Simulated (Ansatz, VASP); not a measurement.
**NbAs in VASP and in Ansatz**

POSCAR

```
NbAs
1.0
    0.0000000000      2.5985719320      2.5985719320
    2.5985719320      0.0000000000      2.5985719320
    2.5985719320      2.5985719320      0.0000000000
Nb As
1 1
Direct
    0.0000000000      0.0000000000      0.0000000000
    0.5000000000      0.5000000000      0.5000000000
```

Contents of INCAR.step1:

```
  PREC = Accurate
  ENCUT = 600
  ISMEAR = 0
  SIGMA = 0.1
  LREAL = F
  LASPH = T
  NELM = 80
  GGA = PE
  ALGO = Normal
  EDIFF = 1E-4
  LWAVE = T
  LCHARG = F
```

Contents of INCAR.step2:

```
  PREC = Accurate
  ENCUT = 600
  EDIFF = 1E-6
  ISMEAR = 0
  SIGMA = 0.1
  LREAL = F
  LASPH = T
  NELM = 80
  ALGO = Normal
  ISIF = 3
  LWAVE = F
  LCHARG = F
  METAGGA = R2SCAN
  LMIXTAU = T
  IBRION = 2
  NSW = 90
  EDIFFG = -0.04
  ISTART = 1
```

Contents of KPOINTS:

```
regular mesh
0
Gamma
  6 6 6
```

Input for Ansatz:

```yaml
crystal:
  lattice:
    - [0.0, 2.598571932, 2.598571932]
    - [2.598571932, 0.0, 2.598571932]
    - [2.598571932, 2.598571932, 0.0]
  atoms:
    - { symbol: Nb, position: [0.0, 0.0, 0.0] }
    - { symbol: As, position: [0.5, 0.5, 0.5] }
basis:
  ecutwfc: 500
kpoints:
  mp_grid: { grid: [6, 6, 6] }
hamiltonian:
  xc: r2scan
scf:
  occupations: { method: gaussian, width: 0.1 }
  lower_state_search: "off"
output:
  forces: true
  stress: true
  eigenvalues: true
relax:
  adjacent_minimum: "off"
  f_tol: 0.04
  max_steps: 70
  cell: { stress_tol: 0.4 }
```

Alike in both runs: task relaxation of cell and atoms; functional r2SCAN; k mesh 6 × 6 × 6; occupations gaussian, width 0.1 eV; no spin polarisation.

```csv
,VASP,Ansatz
version,VASP 6.6.1,Ansatz 0.2.0
potentials or method,"VASP PAW PBE potentials, release 64 (Nb_sv, As), cutoff 600 eV","scalar-relativistic, plane waves, PAW"
valence electrons in the cell,18,28
```

VASP gave:

| Item | Value |
| --- | --- |
| gap on the k mesh at the Fermi level, each at its own relaxed structure (eV) | none |
| relaxed volume (Å³/atom) | 18.25 |
| relaxed cell length with the largest relative difference (Å) | 3.723 |

Question: What did Ansatz give for the same quantities?

Answer: gap on the k mesh at the Fermi level, each at its own relaxed structure (eV): none; relaxed volume (Å³/atom): 18.27; relaxed cell length with the largest relative difference (Å): 3.725.

VASP's potentials were made for PBE, not for r2SCAN. A gap of «none» marks a metal or a gap that the smearing closes. VASP's potentials hold 18 valence electrons a cell and Ansatz's 28, so a difference there can come from the potentials and not from the codes.

Noted on VASP's run: too few bands were computed for a metal, which touches its energy and stress.
